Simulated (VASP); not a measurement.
Crystal: CaSe.

```xyz
2
Lattice="0.0000 2.9345 2.9345 2.9345 0.0000 2.9345 2.9345 2.9345 0.0000" Properties=species:S:1:pos:R:3 pbc="T T T"
Ca    0.0000    0.0000    0.0000
Se    2.9345    2.9345    2.9345
```

Base run:

```yaml
Program: VASP 6.6.1
Functional: PBEsol
Potentials_or_basis: VASP PAW PBE potentials, release 64 (Ca_sv, Se)
Cutoff: 520 eV
k_mesh: 6 × 6 × 6
Occupations: gaussian, width 0.01 eV
Spin: no spin polarisation
```

Its results: band gap on the k mesh 1.87 eV, indirect (least direct gap 2.84 eV); pressure 0.2 GPa.

Task: The run is repeated on the same cell with these changes: k mesh from 6 × 6 × 6 to 6 × 6 × 6, shifted; further incar settings from ALGO = Normal; EDIFF = 1e-06; NBANDS = 15 to ALGO = Normal; EDIFF = 1e-06; NBANDS = 15; ISYM = 0. What comes out?

Result: Band gap on the k mesh 2.22 eV, indirect (least direct gap 3.09 eV); pressure 0.2 GPa.

Caveats: the PAW data sets were made with another functional, which shifts forces and pressure a little.

A k mesh can miss the band edges.
